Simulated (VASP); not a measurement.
Write the native input for VASP 6.6.1 that does the following.

```yaml
Task: single point
Functional: HSE06
Potentials_or_basis: VASP PAW PBE potentials, release 64 (Li_sv, H)
Cutoff: 520 eV
k_mesh: 8 × 8 × 8
Occupations: gaussian, width 0.01 eV
Spin: no spin polarisation
Dipole_correction: no
Grid_for_exact_exchange_PRECFOCK: Normal
Further_INCAR_settings: ALGO = Normal; EDIFF = 1e-06; NBANDS = 9
Share_of_exact_exchange: 0.25
Screening_parameter: 0.2079 1/Å
```

The system is LiH.

```
CELL_PARAMETERS angstrom
0.00000 2.02028 2.26145
2.02028 0.00000 2.26145
2.02028 2.02028 0.00000
ATOMIC_POSITIONS crystal
Li 0.00000 0.00000 0.00000
H 0.25000 0.25000 0.25000
```

This cell differs from its parent crystal: epitaxial xy strain -5.8%.

The input as run:

POSCAR

```
LiH
1.0
    0.0000000000      2.0202759106      2.2614527767
    2.0202759106      0.0000000000      2.2614527767
    2.0202759106      2.0202759106      0.0000000000
Li H
1 1
Direct
    0.0000000000      0.0000000000      0.0000000000
    0.2500000000      0.2500000000      0.2500000000
```

INCAR.step1

```
SYSTEM = LiH
PREC     = Accurate       ! precision mode
ENCUT    = 520            ! plane-wave cutoff, eV
EDIFF    = 1E-5           ! SCF threshold, eV
ISMEAR   = 0              ! smearing method
SIGMA    = 0.01           ! smearing width, eV
LREAL    = .False.        ! projectors in reciprocal space
LASPH    = .True.         ! aspherical terms in the spheres
NELM     = 80             ! most SCF steps
ALGO     = Normal         ! electronic algorithm
ISIF     = 2              ! what is computed and relaxed
LWAVE    = .True.         ! write WAVECAR
LCHARG   = .False.        ! write CHGCAR
NBANDS   = 9              ! bands
GGA      = PE             ! functional
```

INCAR.step2

```
SYSTEM = LiH
PREC     = Accurate       ! precision mode
ENCUT    = 520            ! plane-wave cutoff, eV
EDIFF    = 1E-6           ! SCF threshold, eV
ISMEAR   = 0              ! smearing method
SIGMA    = 0.01           ! smearing width, eV
LREAL    = .False.        ! projectors in reciprocal space
LASPH    = .True.         ! aspherical terms in the spheres
NELM     = 80             ! most SCF steps
ALGO     = Normal         ! electronic algorithm
ISIF     = 2              ! what is computed and relaxed
LWAVE    = .False.        ! write WAVECAR
LCHARG   = .False.        ! write CHGCAR
GGA      = PE             ! functional
LHFCALC  = .True.         ! exact exchange
HFSCREEN = 0.2079         ! screening, 1/A
PRECFOCK = Normal       
NBANDS   = 9              ! bands
ISTART   = 1
```

KPOINTS

```
regular mesh
0
Gamma
  8 8 8
  0 0 0
```

Potentials or basis: VASP PAW PBE potentials, release 64 (Li_sv, H).

Command:

```bash
$ cat potpaw_PBE.64/Li_sv/POTCAR potpaw_PBE.64/H/POTCAR > POTCAR
$ cp INCAR.step1 INCAR
$ mpirun -np 1 vasp_std > vasp.out
$ cp INCAR.step2 INCAR
$ mpirun -np 1 vasp_std > vasp.out
```

It gave:

* Band gap on the k mesh: 5.08 eV (least direct gap 6.49 eV)

Caveat: the cell differs from its parent crystal (epitaxial xy strain -5.8%).

It took 6.7 min on 1 thread of Intel(R) Xeon(R) Platinum 8375C CPU @ 2.90GHz (Ice Lake) (shared host), peak memory 0.25 GiB.
